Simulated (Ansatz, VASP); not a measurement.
**Si in VASP and in Ansatz**

```
Si
1.0
     0.00000    2.70083    2.70083
     2.70083    0.00000    2.70083
     2.70083    2.70083    0.00000
Si
2
Direct
  0.50000 0.50000 0.50000
  0.75000 0.75000 0.75000
```

Alike in both runs: functional LDA; k mesh 8 × 8 × 8; occupations gaussian, width 0.02 eV; no spin polarisation.

Ansatz relaxed the structure, and its values are those at the end. VASP's run is a single point on that final structure, the one shown.

|  | VASP | Ansatz |
| --- | --- | --- |
| version | VASP 6.6.1 | Ansatz 0.2.0 |
| potentials or method | VASP PAW LDA potentials, release 64 (Si), cutoff 520 eV | scalar-relativistic, plane waves, PAW |
| valence electrons in the cell | 8 | 8 |

|  | VASP | Ansatz | Ansatz less VASP |
| --- | --- | --- | --- |
| gap on the k mesh at the Fermi level (eV) | 0.49 | 0.49 | +0.002 |
| least direct gap on the mesh (eV) | 2.53 | 2.53 | +0.002 |
| pressure (GPa) | 0.1 | 0.0 | -0.06 |

Ansatz warns that its potentials were made for another functional, while VASP's fit it. LDA's correlation is that of Perdew and Zunger in VASP and of Perdew and Wang (1992) in Ansatz.
